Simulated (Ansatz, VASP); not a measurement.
# Se: VASP beside Ansatz

Contents of INCAR:

```
ALGO     = Normal         # electronic algorithm
EDIFF    = 1E-7           # SCF threshold, eV
ENCUT    = 520            # plane-wave cutoff, eV
GGA      = PE             # functional
ISIF     = 2              # what is computed and relaxed
ISMEAR   = -1             # smearing method
LASPH    = True           # aspherical terms in the spheres
LCHARG   = False          # write CHGCAR
LREAL    = False          # projectors in reciprocal space
LWAVE    = False          # write WAVECAR
NBANDS   = 16             # bands
NELM     = 80             # most SCF steps
PREC     = Accurate       # precision mode
SIGMA    = 0.05           # smearing width, eV
```

KPOINTS

```
k-points
0
Gamma
  4 4 3
```

POSCAR

```
Se
1.0
    4.3662000000      0.0000000000      0.0000000000
   -2.1831000000      3.7812401180      0.0000000000
    0.0000000000      0.0000000000      4.9536000000
Se
3
Direct
    0.7746000000      0.7746000000      0.0000000000
    0.0000000000      0.2254000000      0.6666666667
    0.2254000000      0.0000000000      0.3333333333
```

Contents of input.yaml:

```yaml
crystal:
  lattice:
    - [4.3662, 0.0, 0.0]
    - [-2.1831, 3.781240118, 0.0]
    - [0.0, 0.0, 4.9536]
  atoms:
    - { symbol: Se, position: [0.7746, 0.7746, 0.0] }
    - { symbol: Se, position: [0.0, 0.2254, 0.6666666667] }
    - { symbol: Se, position: [0.2254, 0.0, 0.3333333333] }
hamiltonian:
  xc: pbe
  pseudopotentials: { kind: paw }
kpoints:
  mp_grid: { grid: [4, 4, 3] }
scf:
  occupations: { method: fermi_dirac, width: 0.05 }
output:
  forces: true
  stress: true
  eigenvalues: true
  write_density: true
  write_potential: true
  elf: true
  volumetric_format: npy
```

Alike in both runs: task single point; functional PBE; k mesh 4 × 4 × 3; occupations fermi-dirac, width 0.05 eV; no spin polarisation.

```csv
,VASP,Ansatz
version,VASP 6.6.1,Ansatz 0.2.0
potentials or method,"VASP PAW PBE potentials, release 64 (Se)",Ansatz PAW
plane-wave cutoff (eV),520,420
valence electrons in the cell,18,48
```

```tsv
	VASP	Ansatz	Ansatz less VASP
gap on the k mesh at the Fermi level (eV)	1.59	1.59	0.000
least direct gap on the mesh (eV)	1.99	1.99	+0.006
pressure (GPa)	2.9	2.8	-0.13
traceless stress, the component that is largest in VASP (GPa)	1.06	1.02	-0.041
rms of the force components (eV/Å)	0.238	0.220	-0.0185
```

Atom by atom the forces differ by 0.019 eV/Å (rms over components). VASP's potentials hold 18 valence electrons a cell and Ansatz's 48, so a difference there can come from the potentials and not from the codes.

The k mesh is coarse, so the values compare programs but aren't converged. Noted on Ansatz's run: odd divisions of the mesh miss points on the zone boundary, where band edges often lie, so the gap on the mesh can be too wide.
